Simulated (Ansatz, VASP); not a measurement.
**One calculation of SnO, two programs**

```
Sn O
1.0
     3.80200    0.00000    0.00000
     0.00000    3.80200    0.00000
     0.00000    0.00000    4.83600
Sn O
2 2
Direct
  0.00000 0.50000 0.23850
  0.50000 0.00000 0.76150
  0.92109 0.00000 0.96898
  0.50000 0.50000 0.00000
```

Alike in both runs: task single point; functional PBEsol; k mesh 12 × 12 × 10; occupations gaussian, width 0.15 eV; no spin polarisation.

```csv
,VASP,Ansatz
version,VASP 6.6.1,Ansatz 0.2.0
potentials or method,"VASP PAW PBE potentials, release 64 (Sn_d, O), cutoff 520 eV","scalar-relativistic, plane waves, PAW"
valence electrons in the cell,40,40
```

Ansatz gave:

```
gap on the k mesh at the Fermi level (eV)                     : none
pressure (GPa)                                                : 4.7
traceless stress, the component that is largest in VASP (GPa) : 6.31
rms of the force components (eV/Å)                            : 1.820
```

Task: What did VASP give for the same quantities?

Result: gap on the k mesh at the Fermi level (eV): none; pressure (GPa): 4.9; traceless stress, the component that is largest in VASP (GPa): 6.37; rms of the force components (eV/Å): 1.835.

VASP's potentials were made for PBE, not for PBEsol. Atom by atom the forces differ by 0.032 eV/Å (rms over components). A gap of «none» marks a metal or a gap that the smearing closes. The functional is the same, so the differences come from potentials, cutoffs and numerics.
